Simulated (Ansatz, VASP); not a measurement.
Given: the input of a run of VASP 6.6.1 on C.

File INCAR:

```
ALGO = Normal
EDIFF = 1E-6
ENCUT = 520
GGA = PS
ISIF = 2
ISMEAR = 0
LASPH = T
LCHARG = F
LREAL = F
LWAVE = F
NBANDS = 16
NELM = 100
PREC = Accurate
SIGMA = 0.1
```

The input KPOINTS:

```
k-points
0
Gamma
  12 12 12
```

POSCAR

```
C
1.0
    1.2331880975      0.7119814801      8.2826151019
   -1.2331880975      0.7119814801      8.2826151019
    0.0000000000     -1.4239629601      8.2826151019
C
4
Direct
    0.0871730800      0.0871730800      0.0871730800
    0.7538500600      0.7538500600      0.7538500600
    0.2461499400      0.2461499400      0.2461499400
    0.9128269200      0.9128269200      0.9128269200
```

Potentials or basis: VASP PAW PBE potentials, release 64 (C).

Command:

```bash
$ cat potpaw_PBE.64/C/POTCAR > POTCAR
$ mpirun -np 1 vasp_std > vasp.out
```

Q: Set up the same calculation for Ansatz 0.2.0. Potentials there: all-electron LAPW, scalar-relativistic.

A: As run (the cutoff follows the program's own potentials):

input.yaml

```yaml
crystal:
  lattice:
    - [1.2331880975, 0.7119814801, 8.2826151019]
    - [-1.2331880975, 0.7119814801, 8.2826151019]
    - [0.0, -1.4239629601, 8.2826151019]
  atoms:
    - { symbol: C, position: [0.08717308, 0.08717308, 0.08717308] }
    - { symbol: C, position: [0.75385006, 0.75385006, 0.75385006] }
    - { symbol: C, position: [0.24614994, 0.24614994, 0.24614994] }
    - { symbol: C, position: [0.91282692, 0.91282692, 0.91282692] }
kpoints:
  mp_grid: { grid: [12, 12, 12] }
scf:
  occupations: { method: gaussian, width: 0.1 }
hamiltonian:
  xc: pbesol
  pseudopotentials: { kind: all_electron, lapw: { basis_error: 0.002 } }
output:
  forces: true
  stress: true
  eigenvalues: true
```

Potentials or basis: all-electron LAPW, scalar-relativistic.

Command:

```console
$ ansatz run input.yaml --threads 2 --pin off --max-ram 6144MiB --backend cpu --events-out ev --progress --plain --runs-dir out
```

Both were run:

|  | VASP | Ansatz | Ansatz less VASP |
| --- | --- | --- | --- |
| gap on the k mesh at the Fermi level (eV) | 0.19 | 0.19 | 0.000 |
| least direct gap on the mesh (eV) | 0.19 | 0.19 | 0.000 |
| pressure (GPa) | -1.5 | -2.1 | -0.58 |
| traceless stress, the component that is largest in VASP (GPa) | 1.30 | 1.94 | +0.638 |

VASP's potentials were made for PBE, not for PBEsol. Ansatz ran all-electron here, and VASP with PAW potentials.
